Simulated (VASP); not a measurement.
Wanted: the native input for a VASP 6.6.1 run.

| Item | Value |
| --- | --- |
| Task | single point |
| Functional | PBE |
| Potentials or basis | VASP PAW PBE potentials, release 64 (Ti_sv, Al) |
| Cutoff | 520 eV |
| k mesh | 14 × 14 × 14 |
| Occupations | gaussian, width 0.1 eV |
| Spin | no spin polarisation |
| Dipole correction | no |
| Further INCAR settings | ALGO = Fast; EDIFF = 1e-06; NBANDS = 14 |

The structure of TiAl lies in POSCAR:

```
TiAl
1.0
    3.1975343618      0.0000000000      0.0000000000
    0.0000000000      3.1975343618      0.0000000000
    0.0000000000      0.0000000000      3.1975343618
Ti Al
1 1
Direct
    0.0000000000      0.0000000000      0.0000000000
    0.5000000000      0.5000000000      0.5000000000
```

This cell differs from its parent crystal: strained.

These files were run (other wordings do the same):

INCAR

```
ALGO     = Fast           # electronic algorithm
EDIFF    = 1E-6           # SCF threshold, eV
ENCUT    = 520            # plane-wave cutoff, eV
GGA      = PE             # functional
ISIF     = 2              # what is computed and relaxed
ISMEAR   = 0              # smearing method
LASPH    = T              # aspherical terms in the spheres
LCHARG   = F              # write CHGCAR
LREAL    = F              # projectors in reciprocal space
LWAVE    = F              # write WAVECAR
NBANDS   = 14             # bands
NELM     = 100            # most SCF steps
PREC     = Accurate       # precision mode
SIGMA    = 0.1            # smearing width, eV
```

KPOINTS

```
k-points
0
Gamma
  14 14 14
```

Potentials or basis: VASP PAW PBE potentials, release 64 (Ti_sv, Al).

Command:

```sh
$ cat potpaw_PBE.64/Ti_sv/POTCAR potpaw_PBE.64/Al/POTCAR > POTCAR
$ mpirun -np 1 vasp_std > vasp.out
```

It gave:

```yaml
Pressure: -1.2 GPa
```

Caveat: the cell differs from its parent crystal (strained).

Run time: 24 s on 1 thread of Intel(R) Xeon(R) 6975P-C (Granite Rapids) (shared host), peak memory 0.17 GiB.
